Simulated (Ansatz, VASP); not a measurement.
# As: VASP beside Ansatz

```
CELL_PARAMETERS angstrom
2.68554 0.00000 0.00000
0.00000 2.68554 0.00000
0.00000 0.00000 2.68554
ATOMIC_POSITIONS crystal
As 0.50000 0.50000 0.50000
```

Change from the starting cell: volume scaled by 0.98.

Alike in both runs: task single point; functional LDA; k mesh 10 × 10 × 10; occupations fermi-dirac, width 0.05 eV; no spin polarisation.

```csv
,VASP,Ansatz
version,VASP 6.6.1,Ansatz 0.2.0
potentials or method,"VASP PAW LDA potentials, release 64 (As), cutoff 520 eV","all-electron LAPW, scalar-relativistic"
```

Ansatz gave:

| Quantity | Value |
| --- | --- |
| gap on the k mesh at the Fermi level (eV) | none |
| pressure (GPa) | -1.5 |

Question: Which values does VASP return?

Answer: gap on the k mesh at the Fermi level (eV): none; pressure (GPa): -1.1.

LDA's correlation is that of Perdew and Zunger in VASP and of Perdew and Wang (1992) in Ansatz. A gap of «none» marks a metal or a gap that the smearing closes. Ansatz ran all-electron here, and VASP with PAW potentials.
